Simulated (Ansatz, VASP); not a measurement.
One calculation of TiCd, two programs

```
Ti Cd
1.0
     2.92323    0.00000    0.00000
     0.00000    2.92323    0.00000
     0.00000    0.00000    9.01330
Ti Cd
2 2
Cartesian
  0.0000 1.4616 5.4801
  1.4616 0.0000 3.5332
  0.0000 1.4616 1.1717
  1.4616 0.0000 7.8416
```

Change from the starting cell: volume scaled by 1.02, crystal datasets.

Alike in both runs: task electric field gradients; functional PBEsol; k mesh 11 × 11 × 4; occupations fermi-dirac, width 0.08 eV; no spin polarisation.

|  | VASP | Ansatz |
| --- | --- | --- |
| version | VASP 6.6.1 | Ansatz 0.2.0 |
| potentials or method | VASP PAW PBE potentials, release 64 (Ti_sv, Cd), cutoff 520 eV | all-electron PAW with datasets made for the crystal, scalar-relativistic |

```csv
,VASP,Ansatz,Ansatz less VASP
pressure (GPa),-4.7,-4.9,-0.22
"traceless stress, the component that is largest in VASP (GPa)",0.25,0.28,+0.032
rms of the force components (eV/Å),0.104,0.101,-0.0035
size of Vzz on the site where it differs most (V/Å²),37.5,43.9,+6.36
```

VASP's potentials were made for PBE, not for PBEsol. Atom by atom the forces differ by 0.010 eV/Å (rms over components). Ansatz ran all-electron here, and VASP with PAW potentials.
